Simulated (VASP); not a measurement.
# CaSe (Pm-3m) in VASP: notebook, part 2 of 2

VASP 6.6.1. Earlier steps stand in the parts before.

## Step 5: Single point, PBE (volume changed by +3%)

INCAR reads:

```
SYSTEM = CaSe
PREC     = Accurate       ! precision mode
ENCUT    = 520            ! plane-wave cutoff, eV
EDIFF    = 1E-6           ! SCF threshold, eV
ISMEAR   = 0              ! smearing method
SIGMA    = 0.01           ! smearing width, eV
LREAL    = .False.        ! projectors in reciprocal space
LASPH    = .True.         ! aspherical terms in the spheres
NELM     = 80             ! most SCF steps
ALGO     = Normal         ! electronic algorithm
ISIF     = 2              ! what is computed and relaxed
LWAVE    = .False.        ! write WAVECAR
LCHARG   = .False.        ! write CHGCAR
GGA      = PE             ! functional
NBANDS   = 15             ! bands
```

KPOINTS reads:

```
Automatic mesh
0
Gamma
  6 6 6
  0 0 0
```

POSCAR reads:

```
CaSe
1.0
    3.6873888009      0.0000000000      0.0000000000
    0.0000000000      3.6873888009      0.0000000000
    0.0000000000      0.0000000000      3.6873888009
Ca Se
1 1
Direct
    0.0000000000      0.0000000000      0.0000000000
    0.5000000000      0.5000000000      0.5000000000
```

Potentials or basis: VASP PAW PBE potentials, release 64 (Ca_sv, Se).

On the command line:

```
cat potpaw_PBE.64/Ca_sv/POTCAR potpaw_PBE.64/Se/POTCAR > POTCAR
mpirun -np 1 vasp_std > vasp.out
```

OUTCAR:

```text
SYSTEM = CaSe
   PREC = Accurate
   ENCUT = 520
   EDIFF = 1E-6
   ISMEAR = 0
   LREAL = .False.
   LASPH = .True.
   NELM = 80
   ISIF = 2
   GGA = PE

 ion  position               nearest neighbor table
   1  0.000  0.000  0.000-
   2  0.500  0.500  0.500-

  LATTYP: Found a simple cubic cell.
 ALAT       =     3.6873888009

  Lattice vectors:

 A1 = (   3.6873888009,   0.0000000000,   0.0000000000)
 A2 = (   0.0000000000,   3.6873888009,   0.0000000000)
 A3 = (   0.0000000000,   0.0000000000,   3.6873888009)

Analysis of symmetry for initial positions (statically):
=====================================================================
 Subroutine PRICEL returns:
 Original cell was already a primitive cell.

 Routine SETGRP: Setting up the symmetry group for a
 simple cubic supercell.

 Subroutine GETGRP returns: Found 48 space group operations
 (whereof 48 operations were pure point group operations)
 out of a pool of 48 trial point group operations.

The static configuration has the point symmetry O_h .
[... 166 lines left out ...]
      1     -37.5075      2.00000
      2     -18.4447      2.00000
      3     -18.4447      2.00000
      4     -18.4447      2.00000
      5      -8.9295      2.00000
      6       3.0681      2.00000
      7       3.0681      2.00000
      8       3.0681      2.00000
      9       5.0816      0.00000
     10       5.0816      0.00000
     11       5.7347      0.00000
     12       8.1910      0.00000
     13       8.1910      0.00000
     14       8.1910      0.00000
[... 329 lines left out ...]
      2     -18.5453      2.00000
      3     -18.5453      2.00000
      4     -18.5453      2.00000
      5      -7.4619      2.00000
      6       0.4102      2.00000
      7       0.4102      2.00000
      8       0.4102      2.00000
      9       7.6944      0.00000
     10       7.6944      0.00000
     11       7.6944      0.00000
     12       9.1694      0.00000
     13       9.1694      0.00000
     14       9.4733      0.00000
     15       9.4733      0.00000

------------------------ aborting loop because EDIFF is reached ----------------------------------------

  FORCE on cell =-STRESS in cart. coord.  units (eV):
  Direction    XX          YY          ZZ          XY          YZ          ZX
  --------------------------------------------------------------------------------------
  -------------------------------------------------------------------------------------
  Total       -0.4002518     -0.4002518     -0.4002518      0.0000000      0.0000000     -0.0000000
  in kB      -12.7904863    -12.7904863    -12.7904863      0.0000000      0.0000000     -0.0000000
  external PRESSURE =     -12.7904863 kB  Pullay stress =       0.0000000 kB

 VOLUME and BASIS-vectors are now :
 -----------------------------------------------------------------------------
  energy-cutoff  :      520.00
  volume of cell :       50.14
      direct lattice vectors                 reciprocal lattice vectors
     3.687388801  0.000000000  0.000000000     0.271194619  0.000000000  0.000000000
     0.000000000  3.687388801  0.000000000     0.000000000  0.271194619  0.000000000
     0.000000000  0.000000000  3.687388801     0.000000000  0.000000000  0.271194619

 POSITION                                       TOTAL-FORCE (eV/Angst)
 -----------------------------------------------------------------------------------
      0.00000      0.00000      0.00000         0.000000      0.000000      0.000000
      1.84369      1.84369      1.84369         0.000000      0.000000      0.000000
 -----------------------------------------------------------------------------------
    total drift:                               -0.000000      0.000000      0.000000

  FREE ENERGIE OF THE ION-ELECTRON SYSTEM (eV)
  ---------------------------------------------------
  free  energy   TOTEN  =        -8.7905242436 eV

  energy  without entropy=       -8.7905242436  energy(sigma->0) =       -8.79052424
```

OSZICAR:

```text
N       E                     dE             d eps       ncg     rms          rms(c)
DAV:   1     0.105524346691E+03    0.10552E+03   -0.74277E+03   600   0.990E+02
DAV:   2    -0.442847369370E+01   -0.10995E+03   -0.10424E+03   768   0.245E+02
DAV:   3    -0.881682444953E+01   -0.43884E+01   -0.43422E+01   836   0.455E+01
DAV:   4    -0.896395506686E+01   -0.14713E+00   -0.14709E+00   828   0.748E+00
DAV:   5    -0.896510641846E+01   -0.11514E-02   -0.11513E-02   814   0.639E-01    0.447E+00
DAV:   6    -0.880124788961E+01    0.16386E+00   -0.17079E-01   698   0.253E+00    0.257E+00
DAV:   7    -0.878838786990E+01    0.12860E-01   -0.85481E-02   778   0.196E+00    0.863E-01
DAV:   8    -0.879059966460E+01   -0.22118E-02   -0.18793E-02   629   0.940E-01    0.139E-01
DAV:   9    -0.879040666683E+01    0.19300E-03   -0.11657E-03   769   0.313E-01    0.644E-02
DAV:  10    -0.879050012991E+01   -0.93463E-04   -0.26654E-04   656   0.115E-01    0.160E-02
DAV:  11    -0.879052633694E+01   -0.26207E-04   -0.48964E-05   678   0.522E-02    0.164E-02
DAV:  12    -0.879052520431E+01    0.11326E-05   -0.11601E-06   601   0.665E-03    0.102E-02
DAV:  13    -0.879052424362E+01    0.96069E-06   -0.27825E-06   698   0.932E-03
   1 F= -.87905242E+01 E0= -.87905242E+01  d E =-.133929E-52
```

Run time: 14 s. Hardware: 1 thread of Intel Xeon Platinum 8488C (Sapphire Rapids), shared host; peak memory 0.16 GiB.

Results:

```
Free energy            : -8.7905 eV
Pressure               : -1.3 GPa
Band gap on the k mesh : 0.82 eV, direct
```

Levels at points of the mesh, in eV from the valence-band top:
```tsv
k point	band 4	band 5	band 6	band 7	band 8	band 9	band 10	band 11	band 12	band 13
(0.00, 0.00, 0.00)	-22.34	-12.82	-0.83	-0.83	-0.83	1.19	1.19	1.84	4.30	4.30
(0.50, 0.00, 0.00)	-22.32	-12.16	-4.69	-0.97	-0.97	2.05	4.43	4.53	4.66	5.13
(0.50, 0.50, 0.00)	-22.31	-11.86	-3.40	-3.40	0.00	0.82	2.88	3.17	3.17	5.21
(0.50, 0.50, 0.50)	-22.44	-11.36	-3.48	-3.48	-3.48	3.80	3.80	3.80	5.27	5.27
```

## Step 6: Overview

```tsv
cell	gap on the mesh (eV)	pressure (GPa)
a = 3.577 Å, 2 atoms	0.68	3.8
a = 3.651 Å, 2 atoms	0.78	0.2
a = 3.614 Å, 2 atoms	0.73	1.8
a = 3.687 Å, 2 atoms	0.82	-1.3
```

Alike in all rows: task single point; level PBE; potentials or basis VASP PAW PBE potentials, release 64 (Ca_sv, Se); no spin polarisation; k mesh 6 × 6 × 6; cutoff (eV) 520; smearing gaussian 0.01 eV.

Total energies depend on the potentials used, so only differences within one code and one set of settings carry meaning.
